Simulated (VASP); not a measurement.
# MgO2 (R-3m) in VASP: a series of runs

MgO2 is run at these levels: r2SCAN; tasks: single point.

Everything below comes from runs of VASP 6.6.1. Logs are shortened: lines on timing, memory, paths and dates and some standing lists are left out, and cuts for length are marked.

### Step 1. The cell of the first run

The structure is trigonal, space group R-3m (No. 166). The conventional cell has a = 3.161 Å, b = 3.161 Å, c = 10.325 Å, α = 90.00°, β = 90.00°, γ = 120.00°. Within 2.7 Å of Mg (site symmetry -3m) lie 6 O at 2.07 Å. Within 2.1 Å of O (site symmetry 3m) lie 1 O at 1.47 Å and 3 Mg at 2.07 Å.

### Step 2. Single point, r2SCAN (strain -0.015 along x and y, -0.015 along z)

POSCAR

```
MgO2
1.0
    1.5806896008      0.9126115665      3.4415691918
   -1.5806896008      0.9126115665      3.4415691918
    0.0000000000     -1.8252231330      3.4415691918
Mg O
1 2
Direct
    0.0000000000      0.0000000000      0.0000000000
    0.4287860000      0.4287860000      0.4287860000
    0.5712140000      0.5712140000      0.5712140000
```

INCAR.step1

```
ALGO = Normal
EDIFF = 1E-4
ENCUT = 520
GGA = PE
ISMEAR = 0
LASPH = True
LCHARG = False
LREAL = False
LWAVE = True
NBANDS = 14
NELM = 80
PREC = Accurate
SIGMA = 0.05
```

INCAR.step2

```
ALGO = Normal
EDIFF = 1E-6
ENCUT = 520
ISIF = 2
ISMEAR = 0
ISTART = 1
LASPH = True
LCHARG = True
LELF = True
LMIXTAU = True
LREAL = False
LVHAR = True
LWAVE = False
METAGGA = R2SCAN
NBANDS = 14
NELM = 80
PREC = Accurate
SIGMA = 0.05
```

KPOINTS

```
k-points
0
Gamma
  12 12 12
```

Potentials or basis: VASP PAW PBE potentials, release 64 (Mg, O).

The run is started by

```console
$ cat potpaw_PBE.64/Mg/POTCAR potpaw_PBE.64/O/POTCAR > POTCAR
$ cp INCAR.step1 INCAR
$ mpirun -np 1 vasp_std > vasp.out
$ cp INCAR.step2 INCAR
$ mpirun -np 1 vasp_std > vasp.out
```

OUTCAR:

```text
EDIFF = 1E-6
   ENCUT = 520
   ISIF = 2
   ISMEAR = 0
   ISTART = 1
   LASPH = True
   LREAL = False
   METAGGA = R2SCAN
   NELM = 80
   PREC = Accurate

 ion  position               nearest neighbor table
   1  0.000  0.000  0.000-   3 2.07   2 2.07   3 2.07   3 2.07   2 2.07   2 2.07
   2  0.429  0.429  0.429-   3 1.47   1 2.07   1 2.07   1 2.07
   3  0.571  0.571  0.571-   2 1.47   1 2.07   1 2.07   1 2.07

  LATTYP: Found a trigonal (rhomboedric) cell.
 ALAT       =     3.8956177928
 COS(alpha) =     0.6707160928

  Lattice vectors:

 A1 = (   1.5806896008,   0.9126115665,   3.4415691918)
 A2 = (  -1.5806896008,   0.9126115665,   3.4415691918)
 A3 = (   0.0000000000,  -1.8252231330,   3.4415691918)

Analysis of symmetry for initial positions (statically):
=====================================================================
 Subroutine PRICEL returns:
 Original cell was already a primitive cell.

 Routine SETGRP: Setting up the symmetry group for a
 trigonal (rhombohedral) supercell.

 Subroutine GETGRP returns: Found 12 space group operations
 (whereof 12 operations were pure point group operations)
 out of a pool of 12 trial point group operations.

The static configuration has the point symmetry D_3d.

Analysis of symmetry for dynamics (positions and initial velocities):
=====================================================================
 Subroutine PRICEL returns:
 Original cell was already a primitive cell.

 Routine SETGRP: Setting up the symmetry group for a
 trigonal (rhombohedral) supercell.

 Subroutine GETGRP returns: Found 12 space group operations
 (whereof 12 operations were pure point group operations)
 out of a pool of 12 trial point group operations.

The dynamic configuration has the point symmetry D_3d.

 Subroutine INISYM returns: Found 12 space group operations
 (whereof 12 operations are pure point group operations),
 and found     1 'primitive' translations

----------------------------------------------------------------------------------------

                                     Primitive cell

  volume of cell :      29.7879

  direct lattice vectors                    reciprocal lattice vectors
     1.580689601  0.912611566  3.441569192     0.316317637  0.182626073  0.096855043
    -1.580689601  0.912611566  3.441569192    -0.316317637  0.182626073  0.096855043
     0.000000000 -1.825223133  3.441569192     0.000000000 -0.365252146  0.096855043

  length of vectors
     3.895617793  3.895617793  3.895617793     0.377875680  0.377875680  0.377875680

  position of ions in fractional coordinates (direct lattice)
     0.000000000  0.000000000  0.000000000
     0.428786000  0.428786000  0.428786000
     0.571214000  0.571214000  0.571214000

  ion indices of the primitive-cell ions
   primitive index   ion index
                 1           1
                 2           2
                 3           3

----------------------------------------------------------------------------------------

 KPOINTS: k-points

Automatic generation of k-mesh.
 Grid dimensions read from file:
 generate k-points for:   12   12   12

 Generating k-lattice:

  Cartesian coordinates                     Fractional coordinates (reciprocal lattice)
     0.026359803  0.015218839  0.008071254     0.083333333  0.000000000 -0.000000000
    -0.026359803  0.015218839  0.008071254     0.000000000  0.083333333 -0.000000000
     0.000000000 -0.030437679  0.008071254    -0.000000000 -0.000000000  0.083333333

  Length of vectors
     0.031489640  0.031489640  0.031489640

  Shift w.r.t. Gamma in fractional coordinates (k-lattice)
     0.000000000  0.000000000  0.000000000

 Subroutine IBZKPT returns following result:
 ===========================================

 Found    189 irreducible k-points:

 Following reciprocal coordinates:
            Coordinates               Weight
  0.000000  0.000000  0.000000      1.000000
  0.083333 -0.000000 -0.000000      6.000000
  0.166667  0.000000  0.000000      6.000000
  0.250000 -0.000000 -0.000000      6.000000
  0.333333 -0.000000 -0.000000      6.000000
  0.416667 -0.000000 -0.000000      6.000000
[... 16 lines left out ...]
  0.500000  0.166667  0.000000     12.000000
 -0.416667  0.166667  0.000000     12.000000
 [... further k-points ...]
   k-points           NKPTS =    189   k-points in BZ     NKDIM =    189   number of bands    NBANDS=     14
   number of dos      NEDOS =    301   number of ions     NIONS =      3
   total plane-waves  NPLWV =  27000
   dimension x,y,z NGX =    30 NGY =   30 NGZ =   30
   dimension x,y,z NGXF=    60 NGYF=   60 NGZF=   60
   ions per type =               1   2
   NGX,Y,Z   is equivalent  to a cutoff of  12.80, 12.80, 12.80 a.u.
   NGXF,Y,Z  is equivalent  to a cutoff of  25.61, 25.61, 25.61 a.u.
 SYSTEM =  unknown system
   PREC   = accura    normal or accurate (medium, high low for compatibility)
   ISTART =      1    job   : 0-new  1-cont  2-samecut
   ICHARG =      0    charge: 1-file 2-atom 10-const
   ISPIN  =      1    spin polarized calculation?
   LNONCOLLINEAR =      F non collinear calculations
   LSORBIT =      F    spin-orbit coupling
   LASPH  =      T    aspherical Exc in radial PAW
   ENCUT  =  520.0 eV  38.22 Ry    6.18 a.u.   7.24  7.24  7.24*2*pi/ulx,y,z
   NELM   =     80;   NELMIN=  2; NELMDL=  0     # of ELM steps
   EDIFF  = 0.1E-05   stopping-criterion for ELM
   LREAL  =      F    real-space projection
   EDIFFG = 0.1E-04   stopping-criterion for IOM
   NSW    =      0    number of steps for IOM
   IBRION =     -1    ionic relax: 0-MD 1-quasi-New 2-CG
   NFREE  =      0    steps in history (QN), initial steepest desc. (CG)
   ISIF   =      2    stress and relaxation
   ISYM   =      2    0-nonsym 1-usesym 2-fastsym
   POTIM  = 0.5000    time-step for ionic-motion
   TEBEG  =    0.0;   TEEND  =   0.0 temperature during run
   PSTRESS=    0.0 pullay stress
   NELECT =      14.0000    total number of electrons
   NUPDOWN=      -1.0000    fix difference up-down
   EMIN   =  10.00;   EMAX   =-10.00  energy-range for DOS
   EFERMI =   0.00;   METHOD = LEGACY
   ISMEAR =     0;   SIGMA  =   0.05  broadening in eV -4-tet -1-fermi 0-gaus
   EFERMI_NEDOS =   21; number of points for ismear=-14 and -15
   IALGO  =     38    algorithm
   IMIX   =      4    mixing-type and parameters
     AMIX     =   0.40;   BMIX     =  1.00
     AMIX_MAG =   1.60;   BMIX_MAG =  1.00
  volume/ion in A,a.u.               =       9.93        67.01
  Fermi-wavevector in a.u.,A,eV,Ry     =   1.272831  2.405302 22.042781  1.620099
  Thomas-Fermi vector in A             =   2.405688
   LORBIT       =      0    0 simple, 1 ext, 2 COOP (PROOUT), +10 PAW based schemes
   METAGGA = R2SCAN    functional components
   LHFCALC =     F    Hartree Fock is set to
   AEXX    =    0.0000 exact exchange contribution
   IVDW    =     0    specifies the selected vdW correction
   LEPSILON=     F    determine dielectric tensor
   LRPA    =     F    only Hartree local field effects (RPA)
 non-spin polarized calculation
 Gauss-broadening in eV      SIGMA  =   0.05
  energy-cutoff  :      520.00
  volume of cell :       29.79
 maximum number of plane-waves:       816
 NGX is ok and might be reduce to    30
   NGX = 15   NGY = 15   NGZ = 15

 number of electron      14.0000001 magnetization

 Free energy of the ion-electron system (eV)
  ---------------------------------------------------
  ext. energy  EPLUGINS =         0.00000000
  ---------------------------------------------------
  free energy    TOTEN  =       -21.57184459 eV

  energy without entropy =      -21.57184459  energy(sigma->0) =      -21.57184459

 E-fermi :   2.8273     XC(G=0): -10.9798

 val. band max:        2.6329360665   @ k =   0.5000   0.5000   0.5000
 cond. band min:       5.8391776344   @ k =   0.5000   0.5000   0.5000
 fundamental gap:      3.2062415679
 Fermi energy:         2.8273318835

 k-point     1 :       0.0000    0.0000    0.0000
  band No.  band energies     occupation
      1     -20.0660      2.00000
      2     -12.8054      2.00000
      3      -5.2403      2.00000
      4      -0.9752      2.00000
      5      -0.9752      2.00000
      6       1.7445      2.00000
      7       1.7445      2.00000
      8       8.0993      0.00000
      9       8.4654      0.00000
     10      16.1726      0.00000
     11      18.2485      0.00000
     12      18.6173      0.00000
     13      18.6173      0.00000
     14      20.8625      0.00000

 k-point     2 :       0.0833   -0.0000   -0.0000
  band No.  band energies     occupation
      1     -20.0325      2.00000
      2     -12.8270      2.00000
      3      -5.1881      2.00000
      4      -1.1771      2.00000
      5      -1.0011      2.00000
      6       1.6955      2.00000
      7       1.7130      2.00000
      8       8.2330      0.00000
      9       8.6114      0.00000
     10      16.2036      0.00000
     11      17.8571      0.00000
     12      18.3526      0.00000
     13      18.8244      0.00000
     14      20.5230      0.00000

 k-point     3 :       0.1667    0.0000    0.0000
  band No.  band energies     occupation
      1     -19.9395      2.00000
      2     -12.8861      2.00000
      3      -5.0446      2.00000
      4      -1.6951      2.00000
      5      -1.0706      2.00000
      6       1.5837      2.00000
      7       1.6278      2.00000
      8       8.2803      0.00000
      9       9.2752      0.00000
     10      16.2304      0.00000
     11      16.6811      0.00000
     12      18.5924      0.00000
     13      19.4305      0.00000
     14      19.7815      0.00000
[... 324 lines left out ...]
 k-point    23 :       0.5000    0.1667    0.0000
  band No.  band energies     occupation
      1     -19.5027      2.00000
      2     -13.2459      2.00000
      3      -4.0430      2.00000
      4      -3.4742      2.00000
      5      -1.6973      2.00000
      6       1.0373      2.00000
      7       1.6361      2.00000
      8       7.6347      0.00000
      9      12.9126      0.00000
     10      13.8875      0.00000
     11      16.4060      0.00000
     12      18.5918      0.00000
     13      18.9951      0.00000
     14      21.4067      0.00000

 k-point    24 :      -0.4167    0.1667    0.0000
  band No.  band energies     occupation
      1     -19.4911      2.00000
      2     -13.1879      2.00000
      3      -4.2490      2.00000
      4      -3.3740      2.00000
      5      -1.7523      2.00000
      6       1.1004      2.00000
      7       1.4155      2.00000
      8       7.7285      0.00000
      9      12.9699      0.00000
     10      14.1172      0.00000
     11      16.7052      0.00000
     12      18.4701      0.00000
     13      18.7926      0.00000
     14      21.4210      0.00000

 [... further k-points ...]

------------------------ aborting loop because EDIFF is reached ----------------------------------------

  FORCE on cell =-STRESS in cart. coord.  units (eV):
  Direction    XX          YY          ZZ          XY          YZ          ZX
  --------------------------------------------------------------------------------------
  -------------------------------------------------------------------------------------
  Total       -0.2122166     -0.2122166      0.6658655      0.0000000      0.0000000      0.0000000
  in kB      -11.4143110    -11.4143110     35.8143274      0.0000000      0.0000000      0.0000000
  external PRESSURE =       4.3285685 kB  Pullay stress =       0.0000000 kB

 VOLUME and BASIS-vectors are now :
 -----------------------------------------------------------------------------
  energy-cutoff  :      520.00
  volume of cell :       29.79
      direct lattice vectors                 reciprocal lattice vectors
     1.580689601  0.912611566  3.441569192     0.316317637  0.182626073  0.096855043
    -1.580689601  0.912611566  3.441569192    -0.316317637  0.182626073  0.096855043
     0.000000000 -1.825223133  3.441569192     0.000000000 -0.365252146  0.096855043

 POSITION                                       TOTAL-FORCE (eV/Angst)
 -----------------------------------------------------------------------------------
      0.00000      0.00000      0.00000        -0.000000      0.000000     -0.000000
      0.00000      0.00000      4.42709         0.000000      0.000000     -0.296520
      0.00000      0.00000      5.89762         0.000000     -0.000000      0.296520
 -----------------------------------------------------------------------------------
    total drift:                                0.000000     -0.000000      0.000000

  FREE ENERGIE OF THE ION-ELECTRON SYSTEM (eV)
  ---------------------------------------------------
  free  energy   TOTEN  =       -21.5718445908 eV

  energy  without entropy=      -21.5718445907  energy(sigma->0) =      -21.57184459
```

Run time: 7.6 min. Hardware: 1 thread of Intel Xeon 8259CL, shared host; peak memory 0.23 GiB.

What came out:

* Free energy: -21.5718 eV
* Pressure: 0.4 GPa
* Largest force: 0.297 eV/Å
* Band gap on the k mesh: 3.21 eV

Forces in eV/Å, atoms in the order of the input:
```
Mg   0.000  0.000  0.000
O    0.000  0.000 -0.297
O    0.000  0.000  0.297
```

Stress tensor (GPa, compression positive):
```
-1.14  0.00  0.00
 0.00 -1.14  0.00
 0.00  0.00  3.58
```

Caveat: the cell differs from its parent crystal (strain -0.015 along x and y, -0.015 along z); the PAW data sets were made with another functional, which shifts forces and pressure a little. A k mesh can miss the band edges.

(Part 1 of 2 ends here.)
